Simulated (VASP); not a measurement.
Crystal: BiOs.

```xyz
2
Lattice="0.0000 2.7712 2.7712 2.7712 0.0000 2.7712 2.7712 2.7712 0.0000" Properties=species:S:1:pos:R:3 pbc="T T T"
Os    2.7712    2.7712    2.7712
Bi    0.0000    0.0000    0.0000
```

Base run:

```yaml
Program: VASP 6.6.1
Functional: r2SCAN
Potentials_or_basis: VASP PAW PBE potentials, release 64 (Os, Bi_d)
Cutoff: 520 eV
k_mesh: 15 × 15 × 15
Occupations: gaussian, width 0.05 eV
Spin: no spin polarisation
```

Its results: band gap on the k mesh zero (an odd number of electrons rules out a gap without spin polarisation); pressure 0.7 GPa.

Problem. The run is repeated on the same cell with these changes: k mesh from 15 × 15 × 15 to 10 × 10 × 10; dispersion from none to D4. What comes out?

Solution. Band gap on the k mesh zero (an odd number of electrons rules out a gap without spin polarisation); pressure -0.7 GPa.

Several settings changed at once.

Caveats: the PAW data sets were made with another functional, which shifts forces and pressure a little; spin-orbit coupling is left out, which moves the levels of the heavy elements.
